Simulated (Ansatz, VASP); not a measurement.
InF: VASP beside Ansatz

```
CELL_PARAMETERS angstrom
0.00000 3.00449 3.00449
3.00449 0.00000 3.00449
3.00449 3.00449 0.00000
ATOMIC_POSITIONS crystal
In 0.00000 0.00000 0.00000
F 0.25000 0.25000 0.25000
```

Alike in both runs: task electric field gradients; functional PBE; k mesh 13 × 13 × 13; occupations fermi-dirac, width 0.05 eV; no spin polarisation.

|  | VASP | Ansatz |
| --- | --- | --- |
| version | VASP 6.6.1 | Ansatz 0.2.0 |
| potentials or method | VASP PAW PBE potentials, release 64 (In_d, F) | PAW with Ansatz's default frozen-core files, scalar-relativistic |
| plane-wave cutoff (eV) | 520 | 420 |
| valence electrons in the cell | 20 | 20 |

```tsv
	VASP	Ansatz	Ansatz less VASP
gap on the k mesh at the Fermi level (eV)	1.92	1.92	+0.003
pressure (GPa)	-0.1	0.0	+0.12
```
